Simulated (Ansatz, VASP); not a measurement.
## One calculation of Si3C2, two programs

File INCAR:

```
SYSTEM = Si3C2
PREC = Accurate
ENCUT = 600
EDIFF = 1E-7
ISMEAR = 0
SIGMA = 0.1
LREAL = .FALSE.
LASPH = .TRUE.
NELM = 100
ALGO = Normal
ISIF = 3
LWAVE = .FALSE.
LCHARG = .FALSE.
GGA = PE
IBRION = 2
NSW = 90
EDIFFG = -0.04
```

KPOINTS

```
regular mesh
0
G
  6 6 1
  0 0 0
```

Contents of POSCAR:

```
Si3C2
1.0
    2.7270963400      0.0000000000      0.0000000000
   -1.3635481700      2.3617347100      0.0000000000
    0.0000000000      0.0000000000     22.1145456800
Si C
6 4
Direct
    0.6666666700      0.3333333300      0.0500000000
    0.6666666700      0.3333333300      0.2500000000
    0.6666666700      0.3333333300      0.4500000000
    0.3333333300      0.6666666700      0.7500000000
    0.3333333300      0.6666666700      0.9500000000
    0.3333333300      0.6666666700      0.5500000000
    0.6666666700      0.3333333300      0.8500000000
    0.6666666700      0.3333333300      0.6500000000
    0.3333333300      0.6666666700      0.1500000000
    0.3333333300      0.6666666700      0.3500000000
```

Input for Ansatz:

```yaml
crystal:
  lattice:
    - [2.72709634, 0.0, 0.0]
    - [-1.36354817, 2.36173471, 0.0]
    - [0.0, 0.0, 22.11454568]
  atoms:
    - { symbol: Si, position: [0.66666667, 0.33333333, 0.05] }
    - { symbol: Si, position: [0.66666667, 0.33333333, 0.25] }
    - { symbol: Si, position: [0.66666667, 0.33333333, 0.45] }
    - { symbol: Si, position: [0.33333333, 0.66666667, 0.75] }
    - { symbol: Si, position: [0.33333333, 0.66666667, 0.95] }
    - { symbol: Si, position: [0.33333333, 0.66666667, 0.55] }
    - { symbol: C, position: [0.66666667, 0.33333333, 0.85] }
    - { symbol: C, position: [0.66666667, 0.33333333, 0.65] }
    - { symbol: C, position: [0.33333333, 0.66666667, 0.15] }
    - { symbol: C, position: [0.33333333, 0.66666667, 0.35] }
basis:
  ecutwfc: 420
kpoints:
  mp_grid: { grid: [6, 6, 1] }
hamiltonian:
  xc: pbe
scf:
  occupations: { method: gaussian, width: 0.1 }
  lower_state_search: "off"
output:
  forces: true
  stress: true
  eigenvalues: true
relax:
  adjacent_minimum: "off"
  f_tol: 0.04
  max_steps: 70
  cell: { stress_tol: 0.4 }
```

Alike in both runs: task relaxation of cell and atoms; functional PBE; k mesh 6 × 6 × 1; occupations gaussian, width 0.1 eV; no spin polarisation.

|  | VASP | Ansatz |
| --- | --- | --- |
| version | VASP 6.6.1 | Ansatz 0.2.0 |
| potentials or method | VASP PAW PBE potentials, release 64 (Si, C), cutoff 600 eV | scalar-relativistic, plane waves, PAW |
| valence electrons in the cell | 40 | 40 |

Ansatz gave:

- gap on the k mesh at the Fermi level, each at its own relaxed structure (eV): none
- relaxed volume (Å³/atom): 10.46
- relaxed length of the cell vector where the two differ most in proportion (Å): 2.885

**Question.** Which values does VASP return?

**Answer.** gap on the k mesh at the Fermi level, each at its own relaxed structure (eV): none; relaxed volume (Å³/atom): 10.49; relaxed length of the cell vector where the two differ most in proportion (Å): 2.888.

A gap of «none» marks a metal or a gap that the smearing closes.

The k mesh is coarse, so the values compare programs but aren't converged. Noted on VASP's run: the volume moved by over 15 % at a fixed basis, so the end points are rough.
